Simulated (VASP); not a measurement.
Input of a VASP 6.6.1 run:

INCAR

```
SYSTEM = SbS2
PREC = Accurate ; ENCUT = 500
EDIFF = 1E-7 ; ISMEAR = 0
SIGMA = 0.1 ; LREAL = .FALSE.
LASPH = .TRUE. ; NELM = 120
ALGO = Normal ; ISIF = 3
LWAVE = .FALSE. ; LCHARG = .FALSE.
GGA = PS ; IBRION = 2
NSW = 80 ; EDIFFG = -0.05
GGA_COMPAT = .FALSE. ; NELMIN = 4
```

KPOINTS

```
regular mesh
0
G
  6 6 2
  0 0 0
```

Contents of POSCAR:

```
SbS2
1.0
    3.0156052484      0.0000000000      0.0000000000
   -1.5078026242      2.6115907529      0.0000000000
    0.0000000000      0.0000000000     16.2518951915
Sb S
1 2
Direct
    0.3333333333      0.6666666667      0.0000000000
    0.6666666667      0.3333333333      0.9075761480
    0.6666666667      0.3333333333      0.0924238520
```

Potentials or basis: VASP PAW PBE potentials, release 64 (Sb_d_GW, S).

Launch:

```console
$ cat potpaw_PBE.64/Sb_d_GW/POTCAR potpaw_PBE.64/S/POTCAR > POTCAR
$ mpirun -np 1 vasp_std > vasp.out
```

Q: Predict the relaxed cell.

A: a = 3.578 Å, b = 3.578 Å, c = 16.710 Å, α = 90.00°, β = 90.00°, γ = 120.00°.

Q: Predict the space group after relaxing (to 0.1 Å).

A: P-6m2 (No. 187).

Forces on the atoms (eV/Å):
```
Sb   0.000  0.000  0.000
S    0.000  0.000 -0.008
S    0.000  0.000  0.008
```

Caveat: the k points lie up to 0.34 Å⁻¹ apart in the final cell, too coarse for converged energies and pressures of a metal; there is no dipole correction, which matters where the two faces differ; the relaxation moved the vacuum too, so the length across it says nothing of the material; the PAW data sets were made with another functional, which shifts forces and pressure a little; an odd number of electrons without spin polarisation forces a metal; a magnetic or distorted state may lie lower.
